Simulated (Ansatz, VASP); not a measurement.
**One calculation of MoS2, two programs**

```xyz
3
Lattice="1.6209 0.9358 5.6723 -1.6209 0.9358 5.6723 0.0000 -1.8717 5.6723" Properties=species:S:1:pos:R:3 pbc="T T T"
Mo    0.0000    0.0000    0.0003
S     0.0000    0.0000   12.8232
S     0.0000    0.0000    9.8651
```

Alike in both runs: task single point; functional PBE; dispersion D3(BJ); k mesh 12 × 12 × 12; occupations gaussian, width 0.05 eV; no spin polarisation.

|  | VASP | Ansatz |
| --- | --- | --- |
| version | VASP 6.6.1 | Ansatz 0.2.0 |
| potentials or method | VASP PAW PBE potentials, release 64 (Mo_sv, S), cutoff 520 eV | scalar-relativistic, plane waves, PAW |
| valence electrons in the cell | 26 | 26 |

|  | VASP | Ansatz | Ansatz less VASP |
| --- | --- | --- | --- |
| gap on the k mesh at the Fermi level (eV) | none | none | - |
| pressure (GPa) | 0.9 | 1.1 | +0.14 |
| traceless stress, the component that is largest in VASP (GPa) | 9.66 | 9.66 | +0.004 |
| rms of the force components (eV/Å) | 0.468 | 0.475 | +0.0077 |

Atom by atom the forces differ by 0.008 eV/Å (rms over components). A gap of «none» marks a metal or a gap that the smearing closes.
